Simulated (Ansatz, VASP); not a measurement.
One calculation of TaN, two programs

```
Ta N
1.0
     0.00000    2.17900    2.17900
     2.17900    0.00000    2.17900
     2.17900    2.17900    0.00000
Ta N
1 1
Cartesian
  2.1790 2.1790 2.1790
  0.0000 0.0000 -0.0125
```

Change from the starting cell: all N atoms moved +0.013 Å, as atom 2 towards its neighbour atom 1 (Ta) at 2.179 Å.

Alike in both runs: task single point; functional PBE; k mesh 18 × 18 × 18; occupations gaussian, width 0.15 eV; no spin polarisation.

|  | VASP | Ansatz |
| --- | --- | --- |
| version | VASP 6.6.1 | Ansatz 0.2.0 |
| potentials or method | VASP PAW PBE potentials, release 64 (Ta_pv, N), cutoff 520 eV | scalar-relativistic, plane waves, PAW |
| valence electrons in the cell | 16 | 18 |

```tsv
	VASP	Ansatz	Ansatz less VASP
gap on the k mesh at the Fermi level (eV)	none	none	-
pressure (GPa)	15.6	14.6	-0.96
traceless stress, the component that is largest in VASP (GPa)	0.06	0.06	-0.001
rms of the force components (eV/Å)	0.065	0.065	0.0000
```

Atom by atom the forces differ by 0.000 eV/Å (rms over components). A gap of «none» marks a metal or a gap that the smearing closes. VASP's potentials hold 16 valence electrons a cell and Ansatz's 18, so a difference there can come from the potentials and not from the codes.

Spin-orbit coupling is off throughout.
